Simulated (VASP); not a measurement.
GaN:

```xyz
2
Lattice="0.0000 2.0499 2.0499 2.0499 0.0000 2.0499 2.0499 2.0499 0.0000" Properties=species:S:1:pos:R:3 pbc="T T T"
Ga    2.0499    2.0499    2.0499
N     0.0000    0.0000    0.0000
```

This cell differs from its parent crystal: strain -2.8%.

Base run:

- Program: VASP 6.6.1
- Functional: r2SCAN
- Potentials or basis: VASP PAW PBE potentials, release 64 (Ga_d, N)
- Cutoff: 520 eV
- k mesh: 10 × 10 × 10
- Occupations: gaussian, width 0.01 eV
- Spin: no spin polarisation

Its results: band gap on the k mesh 1.77 eV (least direct gap 4.59 eV); pressure 26.6 GPa.

Q: The run is repeated on the same cell with these changes: functional from r2SCAN to PBE; occupations from gaussian, width 0.01 eV to fermi-dirac, width 0.02 eV. What comes out?

A: Band gap on the k mesh 1.22 eV (least direct gap 3.96 eV); pressure 34.4 GPa.

Caveats: the cell stands under pressure; the PAW data sets were made with another functional, which shifts forces and pressure a little (at least some runs).

A k mesh can miss the band edges.
